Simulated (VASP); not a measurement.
## EuS: single point with r2SCAN+U

EuS:

```
CELL_PARAMETERS angstrom
0.00000 2.83330 2.83330
2.83330 0.00000 2.83330
2.83330 2.83330 0.00000
ATOMIC_POSITIONS crystal
Eu 0.00000 0.00000 0.00000
S 0.50000 0.50000 0.50000
```

```
Program                : VASP 6.6.1
Task                   : single point
Functional             : r2SCAN
Potentials or basis    : VASP PAW PBE potentials, release 64 (Eu, S)
Cutoff                 : 800 eV
k mesh                 : 7 × 7 × 7
Occupations            : methfessel-paxton, width 0.1 eV
Spin                   : collinear spin, ferromagnetic start
Starting moments       : [9.1, 0.0] μB
Hubbard terms          : Eu f U = 3.0 eV
Dipole correction      : no
Further INCAR settings : ALGO = Normal; EDIFF = 1e-06; NBANDS = 22
```

```json
{"Pressure": "9.9 GPa", "Band gap on the k mesh": "zero (filled and empty bands overlap)", "Net moment": "7.00 μB per cell", "Site moments": "Eu +6.57; S -0.09 μB", "Valence electrons inside the program's atomic spheres": "Eu 14.95; S 3.84"}
```

Levels at points of the mesh, in eV from the Fermi level:
Spin up:
| k point | band 12 | band 13 | band 14 | band 15 | band 16 | band 17 | band 18 | band 19 |
| --- | --- | --- | --- | --- | --- | --- | --- | --- |
| (0.00, 0.00, 0.00) | -0.43 | 0.17 | 0.17 | 0.17 | 1.59 | 1.59 | 1.59 | 2.64 |
Spin down:
```csv
k point,band 5,band 6,band 7,band 8,band 9,band 10,band 11,band 12
"(0.00, 0.00, 0.00)",-14.17,-2.44,-2.44,-2.44,2.42,2.42,2.42,3.37
```

Eigenvalues of the final occupation matrices:
```csv
site,spin,trace,eigenvalues
site 1 f,1,6.72,0.95 0.95 0.95 0.96 0.97 0.97 0.97
site 1 f,2,0.02,0.00 0.00 0.00 0.00 0.00 0.00 0.00
```

Run time: 6.3 min on 1 thread of Oxide Virtual Turin-like Processor, on a shared host, peak memory 0.32 GiB.

Caveat: the cell stands under pressure; the PAW data sets were made with another functional, which shifts forces and pressure a little; spin-orbit coupling is left out, which moves the levels of the heavy elements; a cell with one magnetic atom can't hold antiferromagnetic order, which such compounds often take. The state reached can hang on the start; a lower one may exist.
